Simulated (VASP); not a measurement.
Here is a VASP 6.6.1 calculation.

Contents of POSCAR:

```
Sn
1.0
    0.0000000000      3.3501489766      3.3501489766
    3.3501489766      0.0000000000      3.3501489766
    3.3501489766      3.3501489766      0.0000000000
Sn
2
Direct
    0.0000000000      0.0000000000      0.0000000000
    0.2500000000      0.2500000000      0.2500000000
```

INCAR.step1

```
ALGO = Normal
EDIFF = 1E-5
ENCUT = 520
GGA = PE
ISIF = 2
ISMEAR = -1
LASPH = True
LCHARG = False
LREAL = False
LWAVE = True
NBANDS = 21
NELM = 80
PREC = Accurate
SIGMA = 0.02
```

The input INCAR.step2:

```
ALGO = Normal
EDIFF = 1E-6
ENCUT = 520
GGA = PE
HFSCREEN = 0.2079
ISIF = 2
ISMEAR = -1
ISTART = 1
LASPH = True
LCHARG = False
LHFCALC = True
LREAL = False
LWAVE = False
NBANDS = 21
NELM = 80
PREC = Accurate
PRECFOCK = Normal
SIGMA = 0.02
```

File KPOINTS:

```
k-points
0
Gamma
  4 4 4
```

Potentials or basis: VASP PAW PBE potentials, release 64 (Sn_d).

Run with:

```console
$ cat potpaw_PBE.64/Sn_d/POTCAR > POTCAR
$ cp INCAR.step1 INCAR
$ mpirun -np 1 vasp_std > vasp.out
$ cp INCAR.step2 INCAR
$ mpirun -np 1 vasp_std > vasp.out
```

(1) Estimate the band gap on the k mesh.

(2) Predict the pressure.

Answers

(1) zero (filled and empty bands touch).

(2) -2.1 GPa.

Caveat: the k points lie up to 0.41 Å⁻¹ apart; the cell differs from its parent crystal (strain +2.0%); the PAW data sets were made with another functional, which shifts forces and pressure a little; spin-orbit coupling is left out, which moves the levels of the heavy elements.
